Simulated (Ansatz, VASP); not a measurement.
# Ag: VASP beside Ansatz

```
Ag
1.0
     2.69560    0.00000    0.00000
    -1.34780    2.33446    0.00000
     0.00000    0.00000    4.98160
Ag
2
Direct
  0.33333 0.66667 0.25000
  0.66667 0.33333 0.75000
```

Change from the starting cell: strain -0.080 along x and y, +0.040 along z, atoms carried along.

Alike in both runs: task single point; functional PBEsol; k mesh 18 × 18 × 10; occupations gaussian, width 0.15 eV; no spin polarisation.

|  | VASP | Ansatz |
| --- | --- | --- |
| version | VASP 6.6.1 | Ansatz 0.2.0 |
| potentials or method | VASP PAW PBE potentials, release 64 (Ag), cutoff 520 eV | scalar-relativistic, plane waves, PAW |
| valence electrons in the cell | 22 | 38 |

Ansatz gave:

```
gap on the k mesh at the Fermi level (eV)                     : none
pressure (GPa)                                                : 11.7
traceless stress, the component that is largest in VASP (GPa) : -12.85
```

Question: Estimate VASP's values.

Answer: gap on the k mesh at the Fermi level (eV): none; pressure (GPa): 11.3; traceless stress, the component that is largest in VASP (GPa): -12.75.

VASP's potentials were made for PBE, not for PBEsol. A gap of «none» marks a metal or a gap that the smearing closes. VASP's potentials hold 22 valence electrons a cell and Ansatz's 38, so a difference there can come from the potentials and not from the codes.
